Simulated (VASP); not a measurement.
Input of a VASP 6.6.1 run:

File INCAR:

```
SYSTEM = Os
PREC = Accurate
ENCUT = 520
EDIFF = 1E-6
ISMEAR = 0
SIGMA = 0.01
LREAL = .False.
LASPH = .True.
NELM = 60
ALGO = Normal
ISIF = 2
LWAVE = .False.
LCHARG = .False.
GGA = PE
NBANDS = 15
```

File KPOINTS:

```
Automatic mesh
0
Gamma
  13 13 7
  0 0 0
```

File POSCAR:

```
Os
1.0
    2.7559294133      0.0000000000      0.0000000000
   -1.3779647066      2.3867048830      0.0000000000
    0.0000000000      0.0000000000      4.3426533301
Os
2
Direct
    0.3333333333      0.6666666667      0.2500000000
    0.6666666667      0.3333333333      0.7500000000
```

Potentials or basis: VASP PAW PBE potentials, release 64 (Os).

The run is started by

```sh
$ cat potpaw_PBE.64/Os/POTCAR > POTCAR
$ mpirun -np 1 vasp_std > vasp.out
```

(1) What does it give for the pressure?

(2) Estimate the band gap on the k mesh.

Results:

(1) -0.4 GPa.

(2) zero (bands 8 and 9 overlap by 3.69 eV).

Caveat: spin-orbit coupling is left out, which moves the levels of the heavy elements.
